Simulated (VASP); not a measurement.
# GaPd4S8 (F-43m) in VASP: single point with PBEsol

Aim: the single point of GaPd4S8 with PBEsol.

All numbers are computed with VASP 6.6.1; they aren't measurements. Logs are shortened: lines on timing, memory, paths and dates and some standing lists are left out, and cuts for length are marked.

## (1) The cell of the first run

The structure is cubic, space group F-43m (No. 216). Conventional cell: a = 9.601 Å, b = 9.601 Å, c = 9.601 Å, α = 90.00°, β = 90.00°, γ = 90.00°. Pd (site symmetry 3m) has 6 S at 2.35 to 2.38 Å within 3.1 Å. Within 3.0 Å of Ga (site symmetry -43m) lie 4 S at 2.23 Å. Within 3.1 Å of S (site symmetry 3m) lie 3 Pd at 2.35 Å. Within 3.0 Å of S (site symmetry 3m) lie 1 Ga at 2.23 Å and 3 Pd at 2.38 Å.

## (2) Single point, PBEsol

INCAR

```
SYSTEM = GaPd4S8
PREC     = Accurate       ! precision mode
ENCUT    = 520            ! plane-wave cutoff, eV
EDIFF    = 1E-6           ! SCF threshold, eV
ISMEAR   = 0              ! smearing method
SIGMA    = 0.0112         ! smearing width, eV
LREAL    = .False.        ! projectors in reciprocal space
LASPH    = .True.         ! aspherical terms in the spheres
NELM     = 80             ! most SCF steps
ALGO     = Normal         ! electronic algorithm
ISIF     = 2              ! what is computed and relaxed
LWAVE    = .False.        ! write WAVECAR
LCHARG   = .True.         ! write CHGCAR
GGA      = PS             ! functional
LELF     = .True.         ! ELF
LVHAR    = .True.       
NBANDS   = 62             ! bands
```

KPOINTS

```
regular mesh
0
Gamma
  6 6 6
  0 0 0
```

POSCAR

```
GaPd4S8
1.0
    0.0000000000      4.8004040000      4.8004040000
    4.8004040000      0.0000000000      4.8004040000
    4.8004040000      4.8004040000      0.0000000000
Pd Ga S
4 1 8
Direct
    0.6190451892      0.6190451892      0.6190451892
    0.1428644325      0.6190451892      0.6190451892
    0.6190451892      0.6190451892      0.1428644325
    0.6190451892      0.1428644325      0.6190451892
    0.0000000000      0.0000000000      0.0000000000
    0.3743754623      0.3743754623      0.3743754623
    0.8768736131      0.3743754623      0.3743754623
    0.3743754623      0.3743754623      0.8768736131
    0.3743754623      0.8768736131      0.3743754623
    0.8656501276      0.8656501276      0.8656501276
    0.4030496171      0.8656501276      0.8656501276
    0.8656501276      0.8656501276      0.4030496171
    0.8656501276      0.4030496171      0.8656501276
```

Potentials or basis: VASP PAW PBE potentials, release 64 (Pd, Ga_d, S).

Run with:

```console
$ cat potpaw_PBE.64/Pd/POTCAR potpaw_PBE.64/Ga_d/POTCAR potpaw_PBE.64/S/POTCAR > POTCAR
$ mpirun -np 1 vasp_std > vasp.out
```

OUTCAR:

```text
SYSTEM = GaPd4S8
   PREC = Accurate
   ENCUT = 520
   EDIFF = 1E-6
   ISMEAR = 0
   LREAL = .False.
   LASPH = .True.
   NELM = 80
   ISIF = 2
   GGA = PS

 ion  position               nearest neighbor table
   1  0.619  0.619  0.619-   7 2.35   8 2.35   9 2.35  11 2.38  12 2.38  13 2.38   2 3.23   3 3.23
                             4 3.23
   2  0.143  0.619  0.619-   8 2.35   9 2.35   6 2.35  10 2.38  12 2.38  13 2.38   1 3.23   3 3.23
                             4 3.23
   3  0.619  0.619  0.143-   7 2.35   9 2.35   6 2.35  10 2.38  11 2.38  13 2.38   1 3.23   2 3.23
                             4 3.23
   4  0.619  0.143  0.619-   7 2.35   8 2.35   6 2.35  10 2.38  12 2.38  11 2.38   1 3.23   2 3.23
                             3 3.23
   5  0.000  0.000  0.000-  11 2.23  12 2.23  13 2.23  10 2.23
   6  0.374  0.374  0.374-   2 2.35   3 2.35   4 2.35
   7  0.877  0.374  0.374-   3 2.35   4 2.35   1 2.35
   8  0.374  0.374  0.877-   2 2.35   4 2.35   1 2.35
   9  0.374  0.877  0.374-   2 2.35   3 2.35   1 2.35
  10  0.866  0.866  0.866-   5 2.23   3 2.38   4 2.38   2 2.38
  11  0.403  0.866  0.866-   5 2.23   1 2.38   3 2.38   4 2.38
  12  0.866  0.866  0.403-   5 2.23   1 2.38   4 2.38   2 2.38
  13  0.866  0.403  0.866-   5 2.23   1 2.38   3 2.38   2 2.38

  LATTYP: Found a face centered cubic cell.
 ALAT       =     9.6008080000

  Lattice vectors:

 A1 = (   0.0000000000,   4.8004040000,   4.8004040000)
 A2 = (   4.8004040000,   0.0000000000,   4.8004040000)
 A3 = (   4.8004040000,   4.8004040000,   0.0000000000)

Analysis of symmetry for initial positions (statically):
=====================================================================
 Subroutine PRICEL returns:
 Original cell was already a primitive cell.

 Routine SETGRP: Setting up the symmetry group for a
 face centered cubic supercell.

 Subroutine GETGRP returns: Found 24 space group operations
 (whereof 24 operations were pure point group operations)
 out of a pool of 48 trial point group operations.

The static configuration has the point symmetry T_d .

Analysis of symmetry for dynamics (positions and initial velocities):
=====================================================================
 Subroutine PRICEL returns:
 Original cell was already a primitive cell.

 Routine SETGRP: Setting up the symmetry group for a
 face centered cubic supercell.

 Subroutine GETGRP returns: Found 24 space group operations
 (whereof 24 operations were pure point group operations)
 out of a pool of 48 trial point group operations.

The dynamic configuration has the point symmetry T_d .

 Subroutine INISYM returns: Found 24 space group operations
 (whereof 24 operations are pure point group operations),
 and found     1 'primitive' translations

----------------------------------------------------------------------------------------

                                     Primitive cell

  volume of cell :     221.2399

  direct lattice vectors                    reciprocal lattice vectors
     0.000000000  4.800404000  4.800404000    -0.104157900  0.104157900  0.104157900
     4.800404000  0.000000000  4.800404000     0.104157900 -0.104157900  0.104157900
     4.800404000  4.800404000  0.000000000     0.104157900  0.104157900 -0.104157900

  length of vectors
     6.788796442  6.788796442  6.788796442     0.180406775  0.180406775  0.180406775

  position of ions in fractional coordinates (direct lattice)
     0.619045189  0.619045189  0.619045189
     0.142864432  0.619045189  0.619045189
     0.619045189  0.619045189  0.142864432
     0.619045189  0.142864432  0.619045189
     0.000000000  0.000000000  0.000000000
     0.374375462  0.374375462  0.374375462
     0.876873613  0.374375462  0.374375462
     0.374375462  0.374375462  0.876873613
     0.374375462  0.876873613  0.374375462
     0.865650128  0.865650128  0.865650128
     0.403049617  0.865650128  0.865650128
     0.865650128  0.865650128  0.403049617
     0.865650128  0.403049617  0.865650128

  ion indices of the primitive-cell ions
   primitive index   ion index
                 1           1
                 2           2
                 3           3
                 4           4
                 5           5
                 6           6
                 7           7
                 8           8
                 9           9
                10          10
                11          11
                12          12
                13          13

----------------------------------------------------------------------------------------

 KPOINTS: regular mesh

Automatic generation of k-mesh.
 Grid dimensions read from file:
 generate k-points for:    6    6    6

 Generating k-lattice:

  Cartesian coordinates                     Fractional coordinates (reciprocal lattice)
    -0.017359650  0.017359650  0.017359650     0.166666667  0.000000000  0.000000000
     0.017359650 -0.017359650  0.017359650     0.000000000  0.166666667  0.000000000
     0.017359650  0.017359650 -0.017359650     0.000000000  0.000000000  0.166666667

  Length of vectors
     0.030067796  0.030067796  0.030067796

  Shift w.r.t. Gamma in fractional coordinates (k-lattice)
     0.000000000  0.000000000  0.000000000

 Subroutine IBZKPT returns following result:
 ===========================================

 Found     16 irreducible k-points:

 Following reciprocal coordinates:
            Coordinates               Weight
  0.000000  0.000000  0.000000      1.000000
  0.166667  0.000000  0.000000      8.000000
  0.333333  0.000000  0.000000      8.000000
  0.500000  0.000000  0.000000      4.000000
  0.166667  0.166667  0.000000      6.000000
  0.333333  0.166667  0.000000     24.000000
[... 8 lines left out ...]
 -0.333333  0.333333  0.166667     24.000000
 -0.333333  0.500000  0.166667     12.000000
   k-points           NKPTS =     16   k-points in BZ     NKDIM =     16   number of bands    NBANDS=     62
   number of dos      NEDOS =    301   number of ions     NIONS =     13
   total plane-waves  NPLWV = 125000
   dimension x,y,z NGX =    50 NGY =   50 NGZ =   50
   dimension x,y,z NGXF=   100 NGYF=  100 NGZF=  100
   ions per type =               4   1   8
   NGX,Y,Z   is equivalent  to a cutoff of  12.24, 12.24, 12.24 a.u.
   NGXF,Y,Z  is equivalent  to a cutoff of  24.49, 24.49, 24.49 a.u.
 SYSTEM =  GaPd4S8
   PREC   = accura    normal or accurate (medium, high low for compatibility)
   ISTART =      0    job   : 0-new  1-cont  2-samecut
   ICHARG =      2    charge: 1-file 2-atom 10-const
   ISPIN  =      1    spin polarized calculation?
   LNONCOLLINEAR =      F non collinear calculations
   LSORBIT =      F    spin-orbit coupling
   LASPH  =      T    aspherical Exc in radial PAW
   ENCUT  =  520.0 eV  38.22 Ry    6.18 a.u.  12.62 12.62 12.62*2*pi/ulx,y,z
   NELM   =     80;   NELMIN=  2; NELMDL= -5     # of ELM steps
   EDIFF  = 0.1E-05   stopping-criterion for ELM
   LREAL  =      F    real-space projection
   EDIFFG = 0.1E-04   stopping-criterion for IOM
   NSW    =      0    number of steps for IOM
   IBRION =     -1    ionic relax: 0-MD 1-quasi-New 2-CG
   NFREE  =      0    steps in history (QN), initial steepest desc. (CG)
   ISIF   =      2    stress and relaxation
   ISYM   =      2    0-nonsym 1-usesym 2-fastsym
   POTIM  = 0.5000    time-step for ionic-motion
   TEBEG  =    0.0;   TEEND  =   0.0 temperature during run
   PSTRESS=    0.0 pullay stress
   NELECT =     101.0000    total number of electrons
   NUPDOWN=      -1.0000    fix difference up-down
   EMIN   =  10.00;   EMAX   =-10.00  energy-range for DOS
   EFERMI =   0.00;   METHOD = LEGACY
   ISMEAR =     0;   SIGMA  =   0.01  broadening in eV -4-tet -1-fermi 0-gaus
   EFERMI_NEDOS =   21; number of points for ismear=-14 and -15
   IALGO  =     38    algorithm
   IMIX   =      4    mixing-type and parameters
     AMIX     =   0.40;   BMIX     =  1.00
     AMIX_MAG =   1.60;   BMIX_MAG =  1.00
  volume/ion in A,a.u.               =      17.02       114.85
  Fermi-wavevector in a.u.,A,eV,Ry     =   1.260552  2.382098 21.619547  1.588992
  Thomas-Fermi vector in A             =   2.394056
   LORBIT       =      0    0 simple, 1 ext, 2 COOP (PROOUT), +10 PAW based schemes
   GGA     = PS    functional components
   LHFCALC =     F    Hartree Fock is set to
   AEXX    =    0.0000 exact exchange contribution
   IVDW    =     0    specifies the selected vdW correction
   LEPSILON=     F    determine dielectric tensor
   LRPA    =     F    only Hartree local field effects (RPA)
 non-spin polarized calculation
 Gauss-broadening in eV      SIGMA  =   0.01
  energy-cutoff  :      520.00
  volume of cell :      221.24
 maximum number of plane-waves:      5978
   NGX = 25   NGY = 25   NGZ = 25

 number of electron     101.0000003 magnetization

 Free energy of the ion-electron system (eV)
  ---------------------------------------------------
  ext. energy  EPLUGINS =         0.00000000
  ---------------------------------------------------
  free energy    TOTEN  =       -65.43275900 eV

  energy without entropy =      -65.43183767  energy(sigma->0) =      -65.43229833

 E-fermi :   7.4276     XC(G=0): -11.1318

 val. band max:        7.4050007518   @ k =   0.5000   0.0000   0.0000
 cond. band min:       7.4307314033   @ k =  -0.3333   0.1667   0.0000
 fundamental gap:      0.0257306515
 Fermi energy:         7.4276404246

 k-point     1 :       0.0000    0.0000    0.0000
  band No.  band energies     occupation
      1      -8.3339      2.00000
      2      -8.3339      2.00000
      3      -8.3339      2.00000
      4      -8.2021      2.00000
      5      -8.0563      2.00000
      6      -8.0563      2.00000
[... 1029 lines left out ...]
     61      13.3592      0.00000
     62      13.9768      0.00000

------------------------ aborting loop because EDIFF is reached ----------------------------------------

  FORCE on cell =-STRESS in cart. coord.  units (eV):
  Direction    XX          YY          ZZ          XY          YZ          ZX
  --------------------------------------------------------------------------------------
  -------------------------------------------------------------------------------------
  Total       11.6192057     11.6192057     11.6192057     -0.0000000     -0.0000000      0.0000000
  in kB       84.1440985     84.1440985     84.1440985     -0.0000000     -0.0000000      0.0000000
  external PRESSURE =      84.1440985 kB  Pullay stress =       0.0000000 kB

 VOLUME and BASIS-vectors are now :
 -----------------------------------------------------------------------------
  energy-cutoff  :      520.00
  volume of cell :      221.24
      direct lattice vectors                 reciprocal lattice vectors
     0.000000000  4.800404000  4.800404000    -0.104157900  0.104157900  0.104157900
     4.800404000  0.000000000  4.800404000     0.104157900 -0.104157900  0.104157900
     4.800404000  4.800404000  0.000000000     0.104157900  0.104157900 -0.104157900

 POSITION                                       TOTAL-FORCE (eV/Angst)
 -----------------------------------------------------------------------------------
      5.94333      5.94333      5.94333        -0.028800     -0.028800     -0.028800
      5.94333      3.65747      3.65747        -0.028800      0.028800      0.028800
      3.65747      3.65747      5.94333         0.028800      0.028800     -0.028800
      3.65747      5.94333      3.65747         0.028800     -0.028800      0.028800
      0.00000      0.00000      0.00000         0.000000     -0.000000     -0.000000
      3.59431      3.59431      3.59431         0.006773      0.006773      0.006773
      3.59431      6.00650      6.00650         0.006773     -0.006773     -0.006773
      6.00650      6.00650      3.59431        -0.006773     -0.006773      0.006773
      6.00650      3.59431      6.00650        -0.006773      0.006773     -0.006773
      8.31094      8.31094      8.31094         0.033258      0.033258      0.033258
      8.31094      6.09027      6.09027         0.033258     -0.033258     -0.033258
      6.09027      6.09027      8.31094        -0.033258     -0.033258      0.033258
      6.09027      8.31094      6.09027        -0.033258      0.033258     -0.033258
 -----------------------------------------------------------------------------------
    total drift:                               -0.000001     -0.000001     -0.000001

  FREE ENERGIE OF THE ION-ELECTRON SYSTEM (eV)
  ---------------------------------------------------
  free  energy   TOTEN  =       -65.4327589979 eV

  energy  without entropy=      -65.4318376653  energy(sigma->0) =      -65.43229833
```

Wall time 3.3 min (1 thread of AMD EPYC 7R13 (Zen 3), shared host); peak memory 0.42 GiB.

What came out:

```yaml
Free_energy: -65.4328 eV
Pressure: 8.4 GPa
Largest_force: 0.058 eV/Å
Band_gap_on_the_k_mesh: zero (an odd number of electrons rules out a gap without spin polarisation)
```

Forces in eV/Å, atoms in the order of the input:
```
Pd  -0.029 -0.029 -0.029
Pd  -0.029  0.029  0.029
Pd   0.029  0.029 -0.029
Pd   0.029 -0.029  0.029
Ga   0.000  0.000  0.000
S    0.007  0.007  0.007
S    0.007 -0.007 -0.007
S   -0.007 -0.007  0.007
S   -0.007  0.007 -0.007
S    0.033  0.033  0.033
S    0.033 -0.033 -0.033
S   -0.033 -0.033  0.033
S   -0.033  0.033 -0.033
```

Caveat: the cell stands under pressure; the PAW data sets were made with another functional, which shifts forces and pressure a little.
